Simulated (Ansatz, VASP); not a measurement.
Hf4C: VASP beside Ansatz

```
Hf C
1.0
    -2.88737    2.88737    2.88737
     2.88737   -2.88737    2.88737
     2.88737    2.88737   -2.88737
Hf C
4 1
Direct
  0.50000 0.50000 0.50000
  0.50000 0.00000 0.00000
  0.00000 0.00000 0.50000
  0.00000 0.50000 0.00000
  0.00000 0.00000 0.00000
```

Change from the starting cell: species swapped into the Hg4Pt type (Im-3m, No. 229).

Alike in both runs: functional PBE; k mesh 4 × 4 × 4; occupations gaussian, width 0.2 eV; no spin polarisation.

Ansatz relaxed the structure, and its values are those at the end. VASP's run is a single point on that final structure, the one shown.

|  | VASP | Ansatz |
| --- | --- | --- |
| version | VASP 6.6.1 | Ansatz 0.2.0 |
| potentials or method | VASP PAW PBE potentials, release 64 (Hf_pv, C), cutoff 600 eV | scalar-relativistic, plane waves, PAW |
| valence electrons in the cell | 44 | 108 |

|  | VASP | Ansatz | Ansatz less VASP |
| --- | --- | --- | --- |
| gap on the k mesh at the Fermi level (eV) | none | none | - |
| pressure (GPa) | -1.3 | -0.7 | +0.62 |

A gap of «none» marks a metal or a gap that the smearing closes. VASP's potentials hold 44 valence electrons a cell and Ansatz's 108, so a difference there can come from the potentials and not from the codes.

The k mesh is coarse, so the values compare programs but aren't converged. Spin-orbit coupling is off throughout.
